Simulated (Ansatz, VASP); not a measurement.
**Two plane-wave programs on Be2S**

Contents of INCAR:

```
PREC = Accurate ; ENCUT = 600
EDIFF = 1E-6 ; ISMEAR = 0
SIGMA = 0.1 ; LREAL = F
LASPH = T ; NELM = 60
ALGO = Normal ; ISIF = 3
LWAVE = F ; LCHARG = F
GGA = PE ; IBRION = 2
NSW = 100 ; EDIFFG = -0.01
```

Contents of KPOINTS:

```
Automatic mesh
0
Gamma
  14 14 12
```

File POSCAR:

```
Be2S
1.0
    3.1582296731      0.0000000000      0.0000000000
    0.0000000000      3.1582296731      0.0000000000
    0.0000000000      0.0000000000      3.9384698026
Be S
2 1
Direct
    0.0000000000      0.5000000000      0.1685558058
    0.5000000000      0.0000000000      0.8314441942
    0.5000000000      0.5000000000      0.5000000000
```

Input for Ansatz:

```yaml
crystal:
  lattice:
    - [3.1582296731, 0.0, 0.0]
    - [0.0, 3.1582296731, 0.0]
    - [0.0, 0.0, 3.9384698026]
  atoms:
    - { symbol: Be, position: [0.0, 0.5, 0.1685558058] }
    - { symbol: Be, position: [0.5, 0.0, 0.8314441942] }
    - { symbol: S, position: [0.5, 0.5, 0.5] }
basis:
  ecutwfc: 420
kpoints:
  mp_grid: { grid: [14, 14, 12] }
hamiltonian:
  xc: pbe
scf:
  occupations: { method: gaussian, width: 0.1 }
output:
  forces: true
  stress: true
  eigenvalues: true
relax:
  adjacent_minimum: "off"
  f_tol: 0.01
  max_steps: 80
  cell: { stress_tol: 0.05 }
```

Change from the starting cell: the structure that the rattled cell fell into.

Alike in both runs: task relaxation of cell and atoms; functional PBE; k mesh 14 × 14 × 12; occupations gaussian, width 0.1 eV; no spin polarisation.

```csv
,VASP,Ansatz
version,VASP 6.6.1,Ansatz 0.2.0
potentials or method,"VASP PAW PBE potentials, release 64 (Be, S), cutoff 600 eV","scalar-relativistic, plane waves, PAW"
valence electrons in the cell,10,10
```

|  | VASP | Ansatz | Ansatz less VASP |
| --- | --- | --- | --- |
| gap on the k mesh at the Fermi level, each at its own relaxed structure (eV) | none | none | - |
| relaxed volume (Å³/atom) | 13.11 | 13.10 | -0.015 |
| relaxed cell length with the largest relative difference (Å) | 3.942 | 3.940 | -0.0017 |

A gap of «none» marks a metal or a gap that the smearing closes.
